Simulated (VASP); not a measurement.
Zr, 1 atom in the cell. It takes space group Im-3m (No. 229, cubic). The conventional cell has a = 3.608 Å, b = 3.608 Å, c = 3.608 Å, α = 90.00°, β = 90.00°, γ = 90.00°. Within 4.1 Å of Zr (site symmetry m-3m) lie 14 Zr at 3.12 to 3.61 Å.  This cell differs from its parent crystal: volume scaled by 0.99.

| Quantity | Value |
| --- | --- |
| Program | VASP 6.6.1 |
| Task | electric field gradients |
| Functional | PBEsol |
| Potentials or basis | VASP PAW PBE potentials, release 64 (Zr_sv) |
| Cutoff | 520 eV |
| k mesh | 14 × 14 × 14 |
| Occupations | fermi-dirac, width 0.08 eV |
| Spin | no spin polarisation |
| Dipole correction | no |
| Further INCAR settings | ALGO = Normal; EDIFF = 1e-08; NBANDS = 12 |

Potentials or basis: VASP PAW PBE potentials, release 64 (Zr_sv).

The run is started by

```bash
$ cat potpaw_PBE.64/Zr_sv/POTCAR > POTCAR
$ mpirun -np 1 vasp_std > vasp.out
```

Hardware: 1 thread of Intel(R) Xeon(R) Platinum 8488C (Sapphire Rapids) (shared host).

Task: Estimate the wall time of this run.

Result: It took 13 s on 1 thread of Intel(R) Xeon(R) Platinum 8488C (Sapphire Rapids), on a shared host, peak memory 0.16 GiB. Counts: scf iterations 13, k points 104.
